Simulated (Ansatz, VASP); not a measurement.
# One calculation of Al2InN3, two programs

```
Al In N
1.0
     5.25832    0.00000    0.00000
    -2.62916    4.55384    0.00000
     0.00000    0.00000    2.73273
Al In N
2 1 3
Direct
  0.33333 0.66667 0.50000
  0.66667 0.33333 0.50000
  0.00000 0.00000 0.00000
  0.41191 0.00000 0.00000
  0.00000 0.41191 0.00000
  0.58809 0.58809 0.00000
```

Alike in both runs: functional PBE; k mesh 6 × 6 × 6; occupations gaussian, width 0.1 eV; no spin polarisation.

Ansatz relaxed the structure, and its values are those at the end. VASP's run is a single point on that final structure, the one shown.

```csv
,VASP,Ansatz
version,VASP 6.6.1,Ansatz 0.2.0
potentials or method,"VASP PAW PBE potentials, release 64 (Al, In_d, N), cutoff 520 eV","scalar-relativistic, plane waves, PAW"
valence electrons in the cell,34,34
```

VASP gave:

```
gap on the k mesh at the Fermi level (eV) : none
pressure (GPa)                            : 0.2
rms of the force components (eV/Å)        : 0.004
```

**Question.** What did Ansatz give for the same quantities?

**Answer.** gap on the k mesh at the Fermi level (eV): none; pressure (GPa): 0.2; rms of the force components (eV/Å): 0.014.

A gap of «none» marks a metal or a gap that the smearing closes. The functional is the same, so the differences come from potentials, cutoffs and numerics.

The k mesh is coarse, so the values compare programs but aren't converged.
